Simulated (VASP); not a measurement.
# Mg3I4F2: single point with PBE

Crystal: Mg3I4F2.

```
Mg I F
1.0
     6.81937    0.00000    0.00000
    -3.40969    5.90575    0.00000
     0.00000    0.00000    6.36301
Mg I F
3 4 2
Cartesian
  3.4097 0.0000 3.1815
  -1.7048 2.9529 3.1815
  1.7048 2.9529 3.1815
  0.0000 3.9372 0.0000
  3.4097 1.9686 0.0000
  0.0000 0.0000 4.7849
  0.0000 0.0000 1.5781
  0.0000 3.9372 3.1815
  3.4097 1.9686 3.1815
```

The cell was built from a structure type or drawn by symmetry, and may not be a known phase.

```yaml
Program: VASP 6.6.1
Task: single point
Functional: PBE
Potentials_or_basis: VASP PAW PBE potentials, release 64 (Mg, I, F)
Cutoff: 520 eV
k_mesh: 6 × 6 × 6
Occupations: gaussian, width 0.1 eV
Spin: no spin polarisation
Dipole_correction: no
Further_INCAR_settings: ALGO = Normal; EDIFF = 1e-06; NBANDS = 34
```

```json
{
 "Pressure": "-0.1 GPa",
 "Band gap on the k mesh": "zero (bands 24 and 25 overlap by 0.16 eV)"
}
```

Levels at points of the mesh, in eV from the Fermi level:
```csv
k point,band 20,band 21,band 22,band 23,band 24,band 25,band 26,band 27,band 28,band 29
"(0.00, 0.00, 0.00)",-2.48,-1.77,-1.48,-0.97,-0.97,0.73,1.58,1.58,2.41,2.41
"(0.50, 0.00, 0.00)",-2.13,-1.60,-1.44,-1.06,0.04,0.06,0.73,1.63,1.86,2.93
"(0.00, 0.00, 0.50)",-2.91,-2.91,-2.28,-0.78,-0.78,0.29,0.67,0.67,2.36,3.19
"(0.50, 0.00, 0.50)",-2.38,-2.26,-1.98,-1.38,-1.06,0.53,1.12,1.58,2.01,2.84
```

Wall time 7 min on 1 thread of Oxide Virtual Turin-like Processor, with other jobs on the host, peak memory 0.47 GiB.

Caveat: spin-orbit coupling is left out, which moves the levels of the heavy elements.
